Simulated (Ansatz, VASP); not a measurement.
In: VASP beside Ansatz

```
In
1.0
     3.33548    0.00000    0.00000
    -1.66774    2.88861    0.00000
     0.00000    0.00000    5.50914
In
2
Cartesian
  1.6677 0.9629 4.1319
  0.0000 1.9257 1.3773
```

Alike in both runs: task relaxation of cell and atoms; functional revPBE; dispersion D4; k mesh 9 × 9 × 5; occupations fermi-dirac, width 0.05 eV; no spin polarisation.

|  | VASP | Ansatz |
| --- | --- | --- |
| version | VASP 6.6.1 | Ansatz 0.2.0 |
| potentials or method | VASP PAW PBE potentials, release 64 (In_d) | Ansatz PAW |
| plane-wave cutoff (eV) | 500 | 420 |
| valence electrons in the cell | 26 | 26 |

```csv
,VASP,Ansatz,Ansatz less VASP
"gap on the k mesh at the Fermi level, each at its own relaxed structure (eV)",none,none,-
relaxed volume (Å³/atom),26.29,26.29,+0.009
relaxed cell length with the largest relative difference (Å),3.337,3.338,+0.0006
```

VASP's potentials were made for PBE, not for revPBE. A gap of «none» marks a metal or a gap that the smearing closes.

Noted on Ansatz's run: the plane-wave basis is chosen anew once the cell has moved, so the energies of steps on either side of that aren't comparable.
